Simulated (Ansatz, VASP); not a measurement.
Sb: VASP beside Ansatz

```
Sb
1.0
     3.14943    0.00000    0.00000
     0.00000    3.14943    0.00000
     0.00000    0.00000    3.14943
Sb
1
Direct
  0.00000 0.00000 0.00000
```

Change from the starting cell: volume scaled by 0.99, crystal datasets.

Alike in both runs: task electric field gradients; functional PBEsol; k mesh 13 × 13 × 13; occupations fermi-dirac, width 0.05 eV; no spin polarisation.

|  | VASP | Ansatz |
| --- | --- | --- |
| version | VASP 6.6.1 | Ansatz 0.2.0 |
| potentials or method | VASP PAW PBE potentials, release 64 (Sb), cutoff 520 eV | all-electron PAW with datasets made for the crystal, scalar-relativistic |

```tsv
	VASP	Ansatz	Ansatz less VASP
pressure (GPa)	-4.5	-4.5	-0.03
```

VASP's potentials were made for PBE, not for PBEsol. Ansatz ran all-electron here, and VASP with PAW potentials.

Spin-orbit coupling is off throughout.
